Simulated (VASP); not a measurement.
# HgTe (F-43m) in VASP: a series of runs

The runs below take HgTe through single point, relaxation of cell and atoms, with r2SCAN, PBE, PBEsol, LDA.

Everything below comes from runs of VASP 6.6.1. Logs are shortened: lines on timing, memory, paths and dates and some standing lists are left out, and cuts for length are marked.

### Step 1. The cell of the first run

The structure is cubic, space group F-43m (No. 216). Conventional cell: a = 6.578 Å, b = 6.578 Å, c = 6.578 Å, α = 90.00°, β = 90.00°, γ = 90.00°. Within 3.8 Å of Hg (site symmetry -43m) lie 4 Te at 2.85 Å. Te (site symmetry -43m) has 4 Hg at 2.85 Å within 3.8 Å.

### Step 2. Single point, r2SCAN

Contents of POSCAR:

```
HgTe
1.0
    0.0000000000      3.2891578929      3.2891578929
    3.2891578929      0.0000000000      3.2891578929
    3.2891578929      3.2891578929      0.0000000000
Hg Te
1 1
Direct
    0.0000000000      0.0000000000      0.0000000000
    0.2500000000      0.2500000000      0.2500000000
```

Contents of INCAR.step1:

```
SYSTEM = HgTe
  PREC = Accurate
  ENCUT = 520
  ISMEAR = -1
  SIGMA = 0.02
  LREAL = .FALSE.
  LASPH = .TRUE.
  NELM = 60
  NBANDS = 16
  GGA = PE
  ALGO = Normal
  EDIFF = 1E-4
  LWAVE = .TRUE.
  LCHARG = .FALSE.
```

Contents of INCAR.step2:

```
SYSTEM = HgTe
  PREC = Accurate
  ENCUT = 520
  EDIFF = 1E-7
  ISMEAR = -1
  SIGMA = 0.02
  LREAL = .FALSE.
  LASPH = .TRUE.
  NELM = 60
  ALGO = Normal
  ISIF = 2
  LWAVE = .FALSE.
  LCHARG = .TRUE.
  METAGGA = R2SCAN
  LMIXTAU = .TRUE.
  LELF = .TRUE.
  LVHAR = .TRUE.
  NBANDS = 16
  ISTART = 1
```

Contents of KPOINTS:

```
regular mesh
0
G
  6 6 6
  0 0 0
```

Potentials or basis: VASP PAW PBE potentials, release 64 (Hg, Te).

On the command line:

```sh
$ cat potpaw_PBE.64/Hg/POTCAR potpaw_PBE.64/Te/POTCAR > POTCAR
$ cp INCAR.step1 INCAR
$ mpirun -np 1 vasp_std > vasp.out
$ cp INCAR.step2 INCAR
$ mpirun -np 1 vasp_std > vasp.out
```

OUTCAR:

```text
SYSTEM = HgTe
   PREC = Accurate
   ENCUT = 520
   EDIFF = 1E-7
   ISMEAR = -1
   LREAL = .FALSE.
   LASPH = .TRUE.
   NELM = 60
   ISIF = 2
   METAGGA = R2SCAN
   ISTART = 1

 ion  position               nearest neighbor table
   1  0.000  0.000  0.000-   2 2.85   2 2.85   2 2.85   2 2.85
   2  0.250  0.250  0.250-   1 2.85   1 2.85   1 2.85   1 2.85

  LATTYP: Found a face centered cubic cell.
 ALAT       =     6.5783157858

  Lattice vectors:

 A1 = (   0.0000000000,   3.2891578929,   3.2891578929)
 A2 = (   3.2891578929,   0.0000000000,   3.2891578929)
 A3 = (   3.2891578929,   3.2891578929,   0.0000000000)

Analysis of symmetry for initial positions (statically):
=====================================================================
 Subroutine PRICEL returns:
 Original cell was already a primitive cell.

 Routine SETGRP: Setting up the symmetry group for a
 face centered cubic supercell.

 Subroutine GETGRP returns: Found 24 space group operations
 (whereof 24 operations were pure point group operations)
 out of a pool of 48 trial point group operations.

The static configuration has the point symmetry T_d .

Analysis of symmetry for dynamics (positions and initial velocities):
=====================================================================
 Subroutine PRICEL returns:
 Original cell was already a primitive cell.

 Routine SETGRP: Setting up the symmetry group for a
 face centered cubic supercell.

 Subroutine GETGRP returns: Found 24 space group operations
 (whereof 24 operations were pure point group operations)
 out of a pool of 48 trial point group operations.

The dynamic configuration has the point symmetry T_d .

 Subroutine INISYM returns: Found 24 space group operations
 (whereof 24 operations are pure point group operations),
 and found     1 'primitive' translations

----------------------------------------------------------------------------------------

                                     Primitive cell

  volume of cell :      71.1679

  direct lattice vectors                    reciprocal lattice vectors
     0.000000000  3.289157893  3.289157893    -0.152014593  0.152014593  0.152014593
     3.289157893  0.000000000  3.289157893     0.152014593 -0.152014593  0.152014593
     3.289157893  3.289157893  0.000000000     0.152014593  0.152014593 -0.152014593

  length of vectors
     4.651571701  4.651571701  4.651571701     0.263296999  0.263296999  0.263296999

  position of ions in fractional coordinates (direct lattice)
[... 8 lines left out ...]
----------------------------------------------------------------------------------------

 KPOINTS: regular mesh

Automatic generation of k-mesh.
 Grid dimensions read from file:
 generate k-points for:    6    6    6

 Generating k-lattice:

  Cartesian coordinates                     Fractional coordinates (reciprocal lattice)
    -0.025335766  0.025335766  0.025335766     0.166666667  0.000000000  0.000000000
     0.025335766 -0.025335766  0.025335766     0.000000000  0.166666667  0.000000000
     0.025335766  0.025335766 -0.025335766     0.000000000  0.000000000  0.166666667

  Length of vectors
     0.043882833  0.043882833  0.043882833

  Shift w.r.t. Gamma in fractional coordinates (k-lattice)
     0.000000000  0.000000000  0.000000000

 Subroutine IBZKPT returns following result:
 ===========================================

 Found     16 irreducible k-points:

 Following reciprocal coordinates:
            Coordinates               Weight
  0.000000  0.000000  0.000000      1.000000
  0.166667  0.000000  0.000000      8.000000
  0.333333  0.000000  0.000000      8.000000
  0.500000  0.000000  0.000000      4.000000
  0.166667  0.166667  0.000000      6.000000
  0.333333  0.166667  0.000000     24.000000
[... 8 lines left out ...]
 -0.333333  0.333333  0.166667     24.000000
 -0.333333  0.500000  0.166667     12.000000
   k-points           NKPTS =     16   k-points in BZ     NKDIM =     16   number of bands    NBANDS=     16
   number of dos      NEDOS =    301   number of ions     NIONS =      2
   total plane-waves  NPLWV =  46656
   dimension x,y,z NGX =    36 NGY =   36 NGZ =   36
   dimension x,y,z NGXF=    72 NGYF=   72 NGZF=   72
   ions per type =               1   1
   NGX,Y,Z   is equivalent  to a cutoff of  12.87, 12.87, 12.87 a.u.
   NGXF,Y,Z  is equivalent  to a cutoff of  25.73, 25.73, 25.73 a.u.
 SYSTEM =  HgTe
   PREC   = accura    normal or accurate (medium, high low for compatibility)
   ISTART =      1    job   : 0-new  1-cont  2-samecut
   ICHARG =      0    charge: 1-file 2-atom 10-const
   ISPIN  =      1    spin polarized calculation?
   LNONCOLLINEAR =      F non collinear calculations
   LSORBIT =      F    spin-orbit coupling
   LASPH  =      T    aspherical Exc in radial PAW
   ENCUT  =  520.0 eV  38.22 Ry    6.18 a.u.   8.65  8.65  8.65*2*pi/ulx,y,z
   NELM   =     60;   NELMIN=  2; NELMDL=  0     # of ELM steps
   EDIFF  = 0.1E-06   stopping-criterion for ELM
   LREAL  =      F    real-space projection
   EDIFFG = 0.1E-05   stopping-criterion for IOM
   NSW    =      0    number of steps for IOM
   IBRION =     -1    ionic relax: 0-MD 1-quasi-New 2-CG
   NFREE  =      0    steps in history (QN), initial steepest desc. (CG)
   ISIF   =      2    stress and relaxation
   ISYM   =      2    0-nonsym 1-usesym 2-fastsym
   POTIM  = 0.5000    time-step for ionic-motion
   TEBEG  =    0.0;   TEEND  =   0.0 temperature during run
   PSTRESS=    0.0 pullay stress
   NELECT =      18.0000    total number of electrons
   NUPDOWN=      -1.0000    fix difference up-down
   EMIN   =  10.00;   EMAX   =-10.00  energy-range for DOS
   EFERMI =   0.00;   METHOD = LEGACY
   ISMEAR =    -1;   SIGMA  =   0.02  broadening in eV -4-tet -1-fermi 0-gaus
   EFERMI_NEDOS =   21; number of points for ismear=-14 and -15
   IALGO  =     38    algorithm
   IMIX   =      4    mixing-type and parameters
     AMIX     =   0.40;   BMIX     =  1.00
     AMIX_MAG =   1.60;   BMIX_MAG =  1.00
  volume/ion in A,a.u.               =      35.58       240.13
  Fermi-wavevector in a.u.,A,eV,Ry     =   1.035311  1.956455 14.583669  1.071869
  Thomas-Fermi vector in A             =   2.169648
   LORBIT       =      0    0 simple, 1 ext, 2 COOP (PROOUT), +10 PAW based schemes
   METAGGA = R2SCAN    functional components
   LHFCALC =     F    Hartree Fock is set to
   AEXX    =    0.0000 exact exchange contribution
   IVDW    =     0    specifies the selected vdW correction
   LEPSILON=     F    determine dielectric tensor
   LRPA    =     F    only Hartree local field effects (RPA)
 non-spin polarized calculation
  energy-cutoff  :      520.00
  volume of cell :       71.17
 maximum number of plane-waves:      1936
 NGX is ok and might be reduce to    36
   NGX = 17   NGY = 17   NGZ = 17

 number of electron      18.0000001 magnetization

 Free energy of the ion-electron system (eV)
  ---------------------------------------------------
  ext. energy  EPLUGINS =         0.00000000
  ---------------------------------------------------
  free energy    TOTEN  =       -75.15414986 eV

  energy without entropy =      -75.15379621  energy(sigma->0) =      -75.15397303

 E-fermi :   2.3368     XC(G=0):  -9.0639

 val. band max:        2.3229454048   @ k =   0.0000   0.0000   0.0000
 cond. band min:       3.2646974024   @ k =   0.5000   0.0000   0.0000
 fundamental gap:      0.9417519976
 Fermi energy:         2.3368085433

 k-point     1 :       0.0000    0.0000    0.0000
  band No.  band energies     occupation
      1      -9.7039      2.00000
      2      -5.0201      2.00000
      3      -5.0201      2.00000
      4      -5.0201      2.00000
      5      -4.5129      2.00000
      6      -4.5129      2.00000
[... 8 lines left out ...]
     15      12.2907      0.00000
     16      12.2907      0.00000

 k-point     2 :       0.1667    0.0000    0.0000
  band No.  band energies     occupation
      1      -9.5786      2.00000
      2      -4.9861      2.00000
      3      -4.9861      2.00000
      4      -4.9561      2.00000
      5      -4.5150      2.00000
      6      -4.5150      2.00000
[... 8 lines left out ...]
     15      11.3300      0.00000
     16      11.3300      0.00000

 k-point     3 :       0.3333    0.0000    0.0000
  band No.  band energies     occupation
      1      -9.3109      2.00000
      2      -4.9260      2.00000
      3      -4.9260      2.00000
      4      -4.6611      2.00000
      5      -4.5067      2.00000
      6      -4.5067      2.00000
[... 8 lines left out ...]
     15      11.6425      0.00000
     16      11.6425      0.00000

 k-point     4 :       0.5000    0.0000    0.0000
  band No.  band energies     occupation
      1      -9.1679      2.00000
      2      -4.9019      2.00000
      3      -4.9019      2.00000
      4      -4.4942      2.00000
      5      -4.4942      2.00000
      6      -4.2256      2.00000
[... 8 lines left out ...]
     15      12.8389      0.00000
     16      12.8389      0.00000

 k-point     5 :       0.1667    0.1667    0.0000
  band No.  band energies     occupation
      1      -9.5364      2.00000
      2      -4.9838      2.00000
      3      -4.9512      2.00000
      4      -4.9512      2.00000
      5      -4.5329      2.00000
      6      -4.4985      2.00000
[... 8 lines left out ...]
     15      11.1388      0.00000
     16      12.4449      0.00000

 k-point     6 :       0.3333    0.1667    0.0000
  band No.  band energies     occupation
      1      -9.3136      2.00000
      2      -4.9235      2.00000
      3      -4.8822      2.00000
      4      -4.7814      2.00000
      5      -4.5166      2.00000
      6      -4.4871      2.00000
[... 8 lines left out ...]
     15      12.1099      0.00000
     16      12.4776      0.00000

 k-point     7 :       0.5000    0.1667    0.0000
  band No.  band energies     occupation
      1      -9.1236      2.00000
      2      -4.8823      2.00000
      3      -4.8521      2.00000
      4      -4.5561      2.00000
      5      -4.4892      2.00000
      6      -4.2459      2.00000
[... 8 lines left out ...]
     15      12.4000      0.00000
     16      12.9468      0.00000

 k-point     8 :      -0.3333    0.1667    0.0000
  band No.  band energies     occupation
      1      -9.1718      2.00000
      2      -4.8800      2.00000
      3      -4.8797      2.00000
      4      -4.5428      2.00000
      5      -4.5187      2.00000
      6      -4.3904      2.00000
[... 8 lines left out ...]
     15      11.5893      0.00000
     16      12.8718      0.00000

 k-point     9 :      -0.1667    0.1667    0.0000
  band No.  band energies     occupation
      1      -9.4038      2.00000
      2      -4.9470      2.00000
      3      -4.9219      2.00000
      4      -4.8365      2.00000
      5      -4.5307      2.00000
      6      -4.4936      2.00000
[... 8 lines left out ...]
     15      11.6479      0.00000
     16      11.8769      0.00000

 k-point    10 :       0.3333    0.3333    0.0000
  band No.  band energies     occupation
      1      -9.1752      2.00000
      2      -4.8501      2.00000
      3      -4.7935      2.00000
      4      -4.7935      2.00000
      5      -4.4696      2.00000
      6      -4.4630      2.00000
[... 8 lines left out ...]
     15      12.8439      0.00000
     16      14.2207      0.00000

 k-point    11 :       0.5000    0.3333    0.0000
  band No.  band energies     occupation
      1      -9.0301      2.00000
      2      -4.8251      2.00000
      3      -4.7508      2.00000
      4      -4.6750      2.00000
      5      -4.4715      2.00000
      6      -4.1828      2.00000
[... 8 lines left out ...]
     15      13.1783      0.00000
     16      14.0233      0.00000

 k-point    12 :      -0.3333    0.3333    0.0000
  band No.  band energies     occupation
      1      -9.0297      2.00000
      2      -4.8386      2.00000
      3      -4.7909      2.00000
      4      -4.5659      2.00000
      5      -4.5040      2.00000
      6      -4.0874      2.00000
[... 8 lines left out ...]
     15      11.7931      0.00000
     16      14.5390      0.00000

 k-point    13 :       0.5000    0.5000    0.0000
  band No.  band energies     occupation
      1      -8.9808      2.00000
      2      -4.8089      2.00000
      3      -4.7021      2.00000
      4      -4.7021      2.00000
      5      -4.4551      2.00000
      6      -4.0855      2.00000
[... 8 lines left out ...]
     15      13.1237      0.00000
     16      14.1929      0.00000

 k-point    14 :       0.5000    0.3333    0.1667
  band No.  band energies     occupation
      1      -9.1264      2.00000
      2      -4.8527      2.00000
      3      -4.8290      2.00000
      4      -4.6431      2.00000
      5      -4.4899      2.00000
      6      -4.3621      2.00000
[... 8 lines left out ...]
     15      12.9896      0.00000
     16      13.8362      0.00000

 k-point    15 :      -0.3333    0.3333    0.1667
  band No.  band energies     occupation
      1      -9.0297      2.00000
      2      -4.8283      2.00000
      3      -4.8013      2.00000
      4      -4.5573      2.00000
      5      -4.5187      2.00000
      6      -4.0719      2.00000
[... 8 lines left out ...]
     15      13.1149      0.00000
     16      13.7529      0.00000

 k-point    16 :      -0.3333    0.5000    0.1667
  band No.  band energies     occupation
      1      -8.9816      2.00000
      2      -4.8004      2.00000
      3      -4.7520      2.00000
      4      -4.6226      2.00000
      5      -4.4950      2.00000
      6      -3.9788      2.00000
[... 8 lines left out ...]
     15      13.5968      0.00000
     16      13.8892      0.00000

------------------------ aborting loop because EDIFF is reached ----------------------------------------

  FORCE on cell =-STRESS in cart. coord.  units (eV):
  Direction    XX          YY          ZZ          XY          YZ          ZX
  --------------------------------------------------------------------------------------
  -------------------------------------------------------------------------------------
  Total        0.0078708      0.0078708      0.0078708      0.0000000      0.0000000      0.0000000
  in kB        0.1771930      0.1771930      0.1771930      0.0000000      0.0000000      0.0000000
  external PRESSURE =       0.1771930 kB  Pullay stress =       0.0000000 kB

 VOLUME and BASIS-vectors are now :
 -----------------------------------------------------------------------------
  energy-cutoff  :      520.00
  volume of cell :       71.17
      direct lattice vectors                 reciprocal lattice vectors
     0.000000000  3.289157893  3.289157893    -0.152014593  0.152014593  0.152014593
     3.289157893  0.000000000  3.289157893     0.152014593 -0.152014593  0.152014593
     3.289157893  3.289157893  0.000000000     0.152014593  0.152014593 -0.152014593

 POSITION                                       TOTAL-FORCE (eV/Angst)
 -----------------------------------------------------------------------------------
      0.00000      0.00000      0.00000         0.000000      0.000000      0.000000
      1.64458      1.64458      1.64458        -0.000000     -0.000000     -0.000000
 -----------------------------------------------------------------------------------
    total drift:                                0.000000      0.000000      0.000000

  FREE ENERGIE OF THE ION-ELECTRON SYSTEM (eV)
  ---------------------------------------------------
  free  energy   TOTEN  =       -75.1541498626 eV

  energy  without entropy=      -75.1537962069  energy(sigma->0) =      -75.15397303
```

Run time: 51 s. Hardware: 1 thread of Intel Xeon 6975P-C (Granite Rapids), shared host; peak memory 0.22 GiB.

Results:

```yaml
Free_energy: -75.1541 eV
Pressure: 0.0 GPa
Band_gap_on_the_k_mesh: zero (filled and empty bands touch)
```

Caveat: the PAW data sets were made with another functional, which shifts forces and pressure a little; spin-orbit coupling is left out, which moves the levels of the heavy elements.

[end of part 1 of 3]
